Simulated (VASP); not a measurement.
Here is a VASP 6.6.1 calculation.

INCAR

```
SYSTEM = SnSe
PREC = Accurate ; ENCUT = 500
EDIFF = 1E-6 ; ISMEAR = 0
SIGMA = 0.05 ; LREAL = .FALSE.
LASPH = .TRUE. ; NELM = 120
ALGO = Normal ; ISIF = 2
LWAVE = .FALSE. ; LCHARG = .FALSE.
GGA = CA ; NBANDS = 28
GGA_COMPAT = .FALSE.
```

The input KPOINTS:

```
Automatic mesh
0
G
  6 6 4
  0 0 0
```

Contents of POSCAR:

```
SnSe
1.0
    3.9804039910      0.0000000000      0.0000000000
    0.0000000000      4.3993938848      0.0000000000
    0.0000000000      0.0000000000     10.9796229414
Sn Se
2 2
Direct
    0.5000000000      0.0000000000      0.3781633338
    0.0000000000      0.5000000000      0.6218366662
    0.5000000000      0.0000000000      0.6217782129
    0.0000000000      0.5000000000      0.3782217871
```

Potentials or basis: VASP PAW LDA potentials, release 64 (Sn_d, Se).

Run with:

```console
$ cat potpaw_LDA.64/Sn_d/POTCAR potpaw_LDA.64/Se/POTCAR > POTCAR
$ mpirun -np 1 vasp_std > vasp.out
```

Problem. Estimate the largest force.

Solution. 0.009 eV/Å.

Problem. What does it give for the band gap on the k mesh?

Solution. 0.81 eV, indirect (least direct gap 1.40 eV).

Forces in eV/Å, atoms in the order of the input:
```
Sn   0.000  0.000  0.000
Sn   0.000  0.000  0.000
Se   0.000  0.000 -0.009
Se   0.000  0.000  0.009
```

Caveat: the cell differs from its parent crystal (strain -0.0500 x Voigt [1, -1, 0, 0, 0, 0]); spin-orbit coupling is left out, which moves the levels of the heavy elements.
